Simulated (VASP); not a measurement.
**GaN: relaxation of cell and atoms with PBEsol**

The system is GaN.

```
Ga N
1.0
     0.00000    2.25350    2.25350
     2.25350    0.00000    2.25350
     2.25350    2.25350    0.00000
Ga N
1 1
Direct
  0.00000 0.00000 0.00000
  0.25000 0.25000 0.25000
```

| Quantity | Value |
| --- | --- |
| Program | VASP 6.6.1 |
| Task | relaxation of cell and atoms |
| Functional | PBEsol |
| Potentials or basis | VASP PAW PBE potentials, release 64 (Ga_d, N) |
| Cutoff | 600 eV |
| k mesh | 10 × 10 × 10 |
| Occupations | fermi-dirac, width 0.05 eV |
| Spin | no spin polarisation |
| Target pressure | 10 GPa |
| Dipole correction | no |
| Further INCAR settings | ALGO = Normal; EDIFF = 1e-07; IBRION = 2; EDIFFG = -0.01; NSW = 60; ISIF = 3 |

```
Relaxed volume                                         : 10.83 Å³/atom
Relaxed cell                                           : a = 3.129 Å, b = 3.129 Å, c = 3.129 Å, α = 60.00°, β = 60.00°, γ = 60.00°
Space group after relaxing (to 0.05 Å)                 : F-43m (No. 216)
Energy change on relaxing (the enthalpy is what falls) : +15.0 meV/atom
Ionic steps                                            : 3
Pressure after relaxing                                : 9.9 GPa
Band gap on the k mesh                                 : 2.04 eV, direct
```

The path:
```csv
step,energy change (eV),largest force (eV/Å),pressure (GPa),volume (Å³)
1,0.0000,0.0000,-1.50,22.89
2,0.1866,0.0000,27.42,20.27
3,0.0299,0.0000,9.87,21.66
```

Final structure:
```
Ga N
1.0
     0.00000    2.21247    2.21247
     2.21247    0.00000    2.21247
     2.21247    2.21247    0.00000
Ga N
1 1
Cartesian
  0.0000 0.0000 0.0000
  1.1062 1.1062 1.1062
```

Levels at points of the mesh, in eV from the valence-band top:
| k point | band 6 | band 7 | band 8 | band 9 | band 10 | band 11 | band 12 | band 13 |
| --- | --- | --- | --- | --- | --- | --- | --- | --- |
| (0.00, 0.00, 0.00) | -13.08 | 0.00 | 0.00 | 0.00 | 2.04 | 10.55 | 10.55 | 10.55 |
| (0.50, 0.00, 0.00) | -11.83 | -7.49 | -1.05 | -1.05 | 4.94 | 8.90 | 10.55 | 10.55 |
| (0.50, 0.50, 0.00) | -11.41 | -6.41 | -2.94 | -2.94 | 3.24 | 6.87 | 11.98 | 14.47 |

It took 48 s on 1 thread of Intel Xeon 6975P-C (shared host), peak memory 0.18 GiB.

Caveat: the cell is relaxed towards a set pressure, so the enthalpy falls and the energy may rise; the PAW data sets were made with another functional, which shifts forces and pressure a little. As with any semilocal functional, this PBEsol gap is likely too small.
